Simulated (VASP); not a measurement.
## Ti4C3: single point with PBE

The system is Ti4C3.

```xyz
7
Lattice="4.8848 0.0000 0.0000 -2.4424 4.2303 0.0000 0.0000 0.0000 3.7667" Properties=species:S:1:pos:R:3 pbc="T T T"
Ti    2.4424    0.0000    0.0000
Ti   -1.2212    2.1152    0.0000
Ti    1.2212    2.1152    0.0000
Ti    0.0000    0.0000    1.8833
C     0.0000    0.0000    0.0000
C     0.0000    2.8202    1.8826
C     2.4424    1.4101    1.8841
```

The cell was built from a structure type or drawn by symmetry, and may not be a known phase.

| Item | Value |
| --- | --- |
| Program | VASP 6.6.1 |
| Task | single point |
| Functional | PBE |
| Potentials or basis | VASP PAW PBE potentials, release 64 (Ti_sv, C) |
| Cutoff | 600 eV |
| k mesh | 4 × 4 × 3 |
| Occupations | gaussian, width 0.2 eV |
| Spin | no spin polarisation |
| Dipole correction | no |
| Further INCAR settings | ALGO = Normal; EDIFF = 1e-06; NBANDS = 39 |

The pressure is 0.2 GPa and the largest force is 0.008 eV/Å. The band gap on the k mesh is zero (bands 30 and 31 overlap by 1.23 eV).

Forces on the atoms (eV/Å):
```
Ti   0.000  0.000  0.000
Ti   0.000  0.000  0.000
Ti   0.000  0.000  0.000
Ti   0.000  0.000  0.000
C    0.000  0.000  0.000
C    0.000  0.000  0.008
C    0.000  0.000 -0.008
```

Stress tensor (GPa, compression positive):
```
 0.35  0.00  0.00
 0.00  0.35  0.00
 0.00  0.00 -0.06
```

Levels at points of the mesh, in eV from the Fermi level:
| k point | band 28 | band 29 | band 30 | band 31 | band 32 | band 33 |
| --- | --- | --- | --- | --- | --- | --- |
| (0.00, 0.00, 0.00) | -1.19 | -0.90 | -0.90 | 0.58 | 0.75 | 1.00 |
| (0.50, 0.00, 0.00) | -1.14 | -1.01 | -0.53 | 0.59 | 0.93 | 1.41 |

Wall time 33 s on 1 thread of AMD EPYC 9R45 96-Core Processor (Zen 5), on a shared host, peak memory 0.18 GiB.

Caveat: the k points lie up to 0.56 Å⁻¹ apart, too coarse for converged energies and pressures of a metal.
